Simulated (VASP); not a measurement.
A run of VASP 6.6.1 is set up as follows.

The input INCAR:

```
SYSTEM = Ti4C3
  PREC = Accurate
  ENCUT = 520
  EDIFF = 1E-6
  ISMEAR = 0
  SIGMA = 0.2
  LREAL = .FALSE.
  LASPH = .TRUE.
  NELM = 60
  ALGO = Normal
  ISIF = 2
  LWAVE = .FALSE.
  LCHARG = .TRUE.
  GGA = PE
  LELF = .TRUE.
  LVHAR = .TRUE.
  NBANDS = 39
```

KPOINTS

```
regular mesh
0
G
  4 4 4
  0 0 0
```

POSCAR

```
Ti4C3
1.0
    3.0474812109      1.7594640984      2.4876288934
   -3.0474812109      1.7594640984      2.4876288934
    0.0000000000     -3.5189281940      2.4876288954
Ti C
4 3
Direct
    0.5000000000      0.5000000000      0.5000000000
    0.0000000000      0.0000000000      0.5000000000
    0.5000000000      0.0000000000      0.0000000000
    0.0000000000      0.5000000000      0.0000000000
    0.5000000000      0.5000000000      0.0000000000
    0.0000000000      0.5000000000      0.5000000000
    0.5000000000      0.0000000000      0.5000000000
```

Potentials or basis: VASP PAW PBE potentials, release 64 (Ti_sv, C).

Command:

```console
$ cat potpaw_PBE.64/Ti_sv/POTCAR potpaw_PBE.64/C/POTCAR > POTCAR
$ mpirun -np 1 vasp_std > vasp.out
```

(1) What does it give for the band gap on the k mesh?

(2) Predict the pressure.

## Answers

(1) zero (bands 30 and 31 overlap by 1.15 eV).

(2) 0.2 GPa.

Caveat: the k points lie up to 0.36 Å⁻¹ apart, too coarse for converged energies and pressures of a metal.
